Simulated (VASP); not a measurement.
Input of a VASP 6.6.1 run:

Contents of INCAR:

```
SYSTEM = Be
PREC = Accurate
ENCUT = 520
EDIFF = 1E-6
ISMEAR = -1
SIGMA = 0.05
LREAL = .FALSE.
LASPH = .TRUE.
NELM = 60
ALGO = Normal
ISIF = 2
LWAVE = .FALSE.
LCHARG = .TRUE.
LDIPOL = .TRUE.
IDIPOL = 3
DIPOL = 0.5 0.5 0.500
GGA = PE
LELF = .TRUE.
LVHAR = .TRUE.
LVACPOTAV = .TRUE.
NBANDS = 15
```

KPOINTS

```
Automatic mesh
0
G
  21 21 1
  0 0 0
```

POSCAR

```
Be
1.0
    2.2613065234      0.0000000000      0.0000000000
   -1.1306532617      1.9583488950      0.0000000000
    0.0000000000      0.0000000000     24.9226000000
Be
6
Direct
    0.8333333333      0.1666666667      0.3180899630
    0.1666666667      0.8333333333      0.3917881027
    0.8333333333      0.1666666667      0.4639813596
    0.1666666667      0.8333333333      0.5360186392
    0.8333333333      0.1666666667      0.6082118970
    0.1666666667      0.8333333333      0.6819100386
```

Potentials or basis: VASP PAW PBE potentials, release 64 (Be).

Launch:

```sh
$ cat potpaw_PBE.64/Be/POTCAR > POTCAR
$ mpirun -np 1 vasp_std > vasp.out
```

Question: Estimate the largest force.

Answer: 0.009 eV/Å.

Question: Estimate the band gap on the k mesh.

Answer: Zero (band 6 reaches 0.67 eV, above the bottom of band 7 at -2.63 eV).

Forces in eV/Å, atoms in the order of the input:
```
Be   0.000  0.000 -0.009
Be   0.000  0.000 -0.001
Be   0.000  0.000 -0.003
Be   0.000  0.000  0.003
Be   0.000  0.000  0.001
Be   0.000  0.000  0.009
```
